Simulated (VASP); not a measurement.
A run of VASP 6.6.1 is set up as follows.

Contents of INCAR:

```
SYSTEM = Li2Tm
  PREC = Accurate
  ENCUT = 520
  EDIFF = 1E-6
  ISMEAR = -1
  SIGMA = 0.1
  LREAL = .False.
  LASPH = .True.
  NELM = 150
  ALGO = Normal
  ISIF = 2
  LWAVE = .False.
  LCHARG = .False.
  ISPIN = 2
  MAGMOM = 2 -2 0 0 0 0
  LORBIT = 11
  LMAXMIX = 6
  GGA = PE
  NBANDS = 42
  LUSENCCL = .False.
```

Contents of KPOINTS:

```
Automatic mesh
0
Gamma
  5 3 7
  0 0 0
```

File POSCAR:

```
Li2Tm
1.0
   -2.2727377600     -3.9364965500      0.0000000000
   -6.8182112900      3.9364965500      0.0000000000
    0.0000000000      0.0000000000     -2.9379379800
Tm Li
2 4
Direct
    0.0000000000      0.0000000000      0.0000000000
    0.5000000000      0.5000000000      0.0000000000
    0.0000000000      0.6667000000      0.5000000000
    0.5000000000      0.1667000000      0.5000000000
    0.5000500000      0.8333500000      0.5000000000
    0.0000500000      0.3333500000      0.5000000000
```

Potentials or basis: VASP PAW PBE potentials, release 64 (Tm, Li_sv).

Run with:

```console
$ cat potpaw_PBE.64/Tm/POTCAR potpaw_PBE.64/Li_sv/POTCAR > POTCAR
$ mpirun -np 1 vasp_std > vasp.out
```

Problem. Predict the largest force.

Solution. 0.003 eV/Å.

Problem. Estimate the band gap on the k mesh.

Solution. Zero (filled and empty bands overlap).

Problem. Estimate the site moments.

Solution. Tm +1.26, -1.26; Li +0.00, -0.00 (each value once) μB.

Forces on the atoms (eV/Å):
```
Tm  -0.001  0.000  0.000
Tm  -0.001  0.000  0.000
Li  -0.002  0.001  0.000
Li  -0.002  0.001  0.000
Li   0.003 -0.001  0.000
Li   0.003 -0.001  0.000
```

Caveat: the magnetic or orbital state may not be the lowest; spin-orbit coupling is left out, which moves the levels of the heavy elements; semilocal functionals describe open f shells poorly, which spoils levels, moments and volumes. The state reached can hang on the start; a lower one may exist.
